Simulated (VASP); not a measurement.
## Pb: single point with PBE

Pb:

```
Pb
1.0
     0.00000    2.47502    2.47502
     2.47502    0.00000    2.47502
     2.47502    2.47502    0.00000
Pb
1
Cartesian
  0.0000 0.0000 0.0000
```

```json
{
 "Program": "VASP 6.6.1",
 "Task": "single point",
 "Functional": "PBE",
 "Potentials or basis": "VASP PAW PBE potentials, release 64 (Pb_d)",
 "Cutoff": "520 eV",
 "k mesh": "9 × 9 × 9",
 "Occupations": "fermi-dirac, width 0.05 eV",
 "Spin": "no spin polarisation",
 "Dipole correction": "no",
 "Further INCAR settings": "ALGO = Fast; EDIFF = 1e-06; NBANDS = 13"
}
```

| Item | Value |
| --- | --- |
| Pressure | 2.2 GPa |
| Band gap on the k mesh | zero (band 7 reaches 14.70 eV, above the bottom of band 8 at 5.74 eV) |

Levels at points of the mesh, in eV from the Fermi level:
| k point | band 4 | band 5 | band 6 | band 7 | band 8 | band 9 | band 10 | band 11 |
| --- | --- | --- | --- | --- | --- | --- | --- | --- |
| (0.00, 0.00, 0.00) | -16.79 | -16.79 | -11.61 | 7.56 | 7.56 | 7.56 | 9.91 | 11.48 |

Run time: 7.5 s on 1 thread of Intel(R) Xeon(R) 6975P-C (Granite Rapids) (shared host), peak memory 0.15 GiB.

Caveat: spin-orbit coupling is left out, which moves the levels of the heavy elements.
